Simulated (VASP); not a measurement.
# Ge (Fd-3m) in VASP: single point with LDA

Aim: the single point of Ge with LDA.

Program: VASP 6.6.1. These are calculated values, not measurements. Logs are shortened: lines on timing, memory, paths and dates and some standing lists are left out, and cuts for length are marked.

## Step 1: The cell of the first run

It takes space group Fd-3m (No. 227, cubic). The conventional cell has a = 5.621 Å, b = 5.621 Å, c = 5.621 Å, α = 90.00°, β = 90.00°, γ = 90.00°. Within 3.2 Å of Ge (site symmetry -43m) lie 4 Ge at 2.43 Å.

## Step 2: Single point, LDA

The input, INCAR:

```
PREC = Accurate ; ENCUT = 520
EDIFF = 1E-6 ; ISMEAR = 0
SIGMA = 0.1 ; LREAL = False
LASPH = True ; NELM = 100
ALGO = Normal ; ISIF = 2
LWAVE = False ; LCHARG = False
ISYM = 0 ; NBANDS = 21
```

The input, KPOINTS:

```
Automatic mesh
0
Gamma
  9 6 17
```

The input, POSCAR:

```
Ge
1.0
    3.9749643235      0.0000000000      0.0000000000
    0.0000000000      5.6214484563      0.0000000000
   -1.9874821618     -2.8107242281      1.9874821618
Ge
2
Direct
    0.0000000000      0.0000000000      0.0000000000
    0.5000000000      0.7500000000      0.0000000000
```

Potentials or basis: VASP PAW LDA potentials, release 64 (Ge_d).

Started as:

```bash
$ cat potpaw_LDA.64/Ge_d/POTCAR > POTCAR
$ mpirun -np 1 vasp_std > vasp.out
```

OUTCAR:

```text
PREC = Accurate
   ENCUT = 520
   EDIFF = 1E-6
   ISMEAR = 0
   LREAL = False
   LASPH = True
   NELM = 100
   ISIF = 2
   ISYM = 0

 ion  position               nearest neighbor table
   1  0.000  0.000  0.000-   2 2.43   2 2.43   2 2.43   2 2.43
   2  0.500  0.750  0.000-   1 2.43   1 2.43   1 2.43   1 2.43

IMPORTANT INFORMATION: All symmetrisations will be switched off!
NOSYMM: (Re-)initialisation of all symmetry stuff for point group C_1.

----------------------------------------------------------------------------------------

                                     Primitive cell

  volume of cell :      44.4104

  direct lattice vectors                    reciprocal lattice vectors
     3.974964324  0.000000000  0.000000000     0.251574585  0.000000000  0.251574585
     0.000000000  5.621448456  0.000000000     0.000000000  0.177890095  0.251574585
    -1.987482162 -2.810724228  1.987482162     0.000000000  0.000000000  0.503149170

  length of vectors
     3.974964324  5.621448456  3.974964324     0.355780190  0.308114683  0.503149170

  position of ions in fractional coordinates (direct lattice)
     0.000000000  0.000000000  0.000000000
     0.500000000  0.750000000  0.000000000

  ion indices of the primitive-cell ions
   primitive index   ion index
                 1           1
                 2           2

----------------------------------------------------------------------------------------

 KPOINTS: Automatic mesh

Automatic generation of k-mesh.
 Grid dimensions read from file:
 generate k-points for:    9    6   17

 Generating k-lattice:

  Cartesian coordinates                     Fractional coordinates (reciprocal lattice)
     0.027952732  0.000000000  0.027952732     0.111111111  0.000000000  0.000000000
     0.000000000  0.029648349  0.041929097     0.000000000  0.166666667  0.000000000
     0.000000000  0.000000000  0.029597010     0.000000000  0.000000000  0.058823529

  Length of vectors
     0.039531132  0.051352447  0.029597010

  Shift w.r.t. Gamma in fractional coordinates (k-lattice)
     0.000000000  0.000000000  0.000000000

 -----------------------------------------------------------------------------
|                                                                             |
|           W    W    AA    RRRRR   N    N  II  N    N   GGGG   !!!           |
|           W    W   A  A   R    R  NN   N  II  NN   N  G    G  !!!           |
|           W    W  A    A  R    R  N N  N  II  N N  N  G       !!!           |
[... 67 lines left out ...]
   EDIFF  = 0.1E-05   stopping-criterion for ELM
   LREAL  =      F    real-space projection
   EDIFFG = 0.1E-04   stopping-criterion for IOM
   NSW    =      0    number of steps for IOM
   IBRION =     -1    ionic relax: 0-MD 1-quasi-New 2-CG
   NFREE  =      0    steps in history (QN), initial steepest desc. (CG)
   ISIF   =      2    stress and relaxation
   ISYM   =      0    0-nonsym 1-usesym 2-fastsym
   POTIM  = 0.5000    time-step for ionic-motion
   TEBEG  =    0.0;   TEEND  =   0.0 temperature during run
   PSTRESS=    0.0 pullay stress
   NELECT =      28.0000    total number of electrons
   NUPDOWN=      -1.0000    fix difference up-down
   EMIN   =  10.00;   EMAX   =-10.00  energy-range for DOS
   EFERMI =   0.00;   METHOD = LEGACY
   ISMEAR =     0;   SIGMA  =   0.10  broadening in eV -4-tet -1-fermi 0-gaus
   EFERMI_NEDOS =   21; number of points for ismear=-14 and -15
   IALGO  =     38    algorithm
   IMIX   =      4    mixing-type and parameters
     AMIX     =   0.40;   BMIX     =  1.00
     AMIX_MAG =   1.60;   BMIX_MAG =  1.00
  volume/ion in A,a.u.               =      22.21       149.85
  Fermi-wavevector in a.u.,A,eV,Ry     =   1.403781  2.652761 26.811645  1.970600
  Thomas-Fermi vector in A             =   2.526408
   LORBIT       =      0    0 simple, 1 ext, 2 COOP (PROOUT), +10 PAW based schemes
   GGA     = CA    functional components
   LHFCALC =     F    Hartree Fock is set to
   AEXX    =    0.0000 exact exchange contribution
   IVDW    =     0    specifies the selected vdW correction
   LEPSILON=     F    determine dielectric tensor
   LRPA    =     F    only Hartree local field effects (RPA)
 non-spin polarized calculation
 Gauss-broadening in eV      SIGMA  =   0.10
  energy-cutoff  :      520.00
  volume of cell :       44.41
 maximum number of plane-waves:      1243
 NGX is ok and might be reduce to    30
   NGX = 15   NGY = 21   NGZ = 15

 number of electron      28.0000008 magnetization

 Free energy of the ion-electron system (eV)
  ---------------------------------------------------
  ext. energy  EPLUGINS =         0.00000000
  ---------------------------------------------------
  free energy    TOTEN  =       -10.39071806 eV

  energy without entropy =      -10.39044230  energy(sigma->0) =      -10.39058018

 E-fermi :   4.9679     XC(G=0): -10.3800

 val. band max:        4.9469413206   @ k =   0.0000   0.0000   0.0000
 cond. band min:       5.0392731029   @ k =   0.0000   0.5000   0.0000
 fundamental gap:      0.0923317823
 Fermi energy:         4.9679489423

 k-point     1 :       0.0000    0.0000    0.0000
  band No.  band energies     occupation
      1     -20.0545      2.00000
      2     -20.0541      2.00000
      3     -20.0541      2.00000
      4     -20.0162      2.00000
      5     -20.0158      2.00000
      6     -19.7949      2.00000
[... 565 lines left out ...]
     20      16.0598      0.00000
     21      16.1906      0.00000

 [... further k-points ...]

------------------------ aborting loop because EDIFF is reached ----------------------------------------

  FORCE on cell =-STRESS in cart. coord.  units (eV):
  Direction    XX          YY          ZZ          XY          YZ          ZX
  --------------------------------------------------------------------------------------
  -------------------------------------------------------------------------------------
  Total        0.0644461      0.0508534      0.0572564     -0.0002020     -0.0010425      0.0003382
  in kB        2.3249975      1.8346188      2.0656182     -0.0072886     -0.0376092      0.0121995
  external PRESSURE =       2.0750782 kB  Pullay stress =       0.0000000 kB

 VOLUME and BASIS-vectors are now :
 -----------------------------------------------------------------------------
  energy-cutoff  :      520.00
  volume of cell :       44.41
      direct lattice vectors                 reciprocal lattice vectors
     3.974964324  0.000000000  0.000000000     0.251574585  0.000000000  0.251574585
     0.000000000  5.621448456  0.000000000     0.000000000  0.177890095  0.251574585
    -1.987482162 -2.810724228  1.987482162     0.000000000  0.000000000  0.503149170

 POSITION                                       TOTAL-FORCE (eV/Angst)
 -----------------------------------------------------------------------------------
      0.00000      0.00000      0.00000         0.000041     -0.002634     -0.001125
      1.98748      4.21609      0.00000        -0.000041      0.002634      0.001125
 -----------------------------------------------------------------------------------
    total drift:                               -0.000002     -0.000003     -0.000004

  FREE ENERGIE OF THE ION-ELECTRON SYSTEM (eV)
  ---------------------------------------------------
  free  energy   TOTEN  =       -10.3907180645 eV

  energy  without entropy=      -10.3904423014  energy(sigma->0) =      -10.39058018
```

OSZICAR:

```text
N       E                     dE             d eps       ncg     rms          rms(c)
DAV:   1     0.187407346939E+03    0.18741E+03   -0.14606E+04 21608   0.360E+03
DAV:   2     0.165738175863E+02   -0.17083E+03   -0.16550E+03 19390   0.615E+02
DAV:   3    -0.969999220487E+01   -0.26274E+02   -0.26088E+02 22225   0.142E+02
DAV:   4    -0.105595656150E+02   -0.85957E+00   -0.85913E+00 21790   0.300E+01
DAV:   5    -0.105734502867E+02   -0.13885E-01   -0.13884E-01 22051   0.416E+00    0.336E+00
DAV:   6    -0.104512931230E+02    0.12216E+00   -0.37629E-02 21840   0.159E+00    0.193E+00
DAV:   7    -0.103899877829E+02    0.61305E-01   -0.76839E-02 20810   0.202E+00    0.141E-01
DAV:   8    -0.103906931433E+02   -0.70536E-03   -0.57614E-03 22255   0.872E-01    0.450E-02
DAV:   9    -0.103907215594E+02   -0.28416E-04   -0.99040E-05 27689   0.212E-01    0.137E-02
DAV:  10    -0.103907182275E+02    0.33319E-05   -0.13521E-05 29546   0.967E-02    0.408E-03
DAV:  11    -0.103907180645E+02    0.16302E-06   -0.11587E-06 13996   0.265E-02
   1 F= -.10390718E+02 E0= -.10390580E+02  d E =-.275763E-03
```

stdout:

```text
POSCAR found type information on POSCAR Ge
 POSCAR found :  1 types and       2 ions
 scaLAPACK will be used
 LDA part: xc-table for (Slater(with rela. corr.)+CA(PZ))
 , standard interpolation
 -----------------------------------------------------------------------------
|                                                                             |
|           W    W    AA    RRRRR   N    N  II  N    N   GGGG   !!!           |
|           W    W   A  A   R    R  NN   N  II  NN   N  G    G  !!!           |
|           W    W  A    A  R    R  N N  N  II  N N  N  G       !!!           |
|           W WW W  AAAAAA  RRRRR   N  N N  II  N  N N  G  GGG   !            |
|           WW  WW  A    A  R   R   N   NN  II  N   NN  G    G                |
|           W    W  A    A  R    R  N    N  II  N    N   GGGG   !!!           |
|                                                                             |
|     Your reciprocal lattice and k-lattice belong to different lattice       |
|     classes:                                                                |
|                                                                             |
|        The reciprocal lattice is body-centered cubic,                       |
|        whereas your k-lattice is triclinic.                                 |
|                                                                             |
|     Results are often still useful ...                                      |
|                                                                             |
 -----------------------------------------------------------------------------

 POSCAR, INCAR and KPOINTS ok, starting setup
 FFT: planning ... GRIDC
 FFT: planning ... GRID_SOFT
 FFT: planning ... GRID
 WAVECAR not read
 entering main loop
```

Run time: 12 min. Hardware: 1 thread of Intel Xeon 8259CL, shared host; peak memory 0.43 GiB.

Results:

| Quantity | Value |
| --- | --- |
| Free energy | -10.3907 eV |
| Pressure | 0.2 GPa |
| Band gap on the k mesh | 0.03 eV |

Levels at points of the mesh, in eV from the valence-band top:
```csv
k point,band 12,band 13,band 14,band 15,band 16,band 17
"(0.00, 0.00, 0.00)",0.00,0.00,0.00,0.03,2.54,2.54
"(0.00, 0.50, 0.00)",-7.73,-1.43,-1.43,0.13,3.73,3.73
```

Caveat: the smearing spreads over this small gap; semilocal functionals underestimate gaps, and a narrow one can read as zero. A k mesh can miss the band edges.

The gap in the log of VASP goes by the Fermi energy; the results here count the filled bands.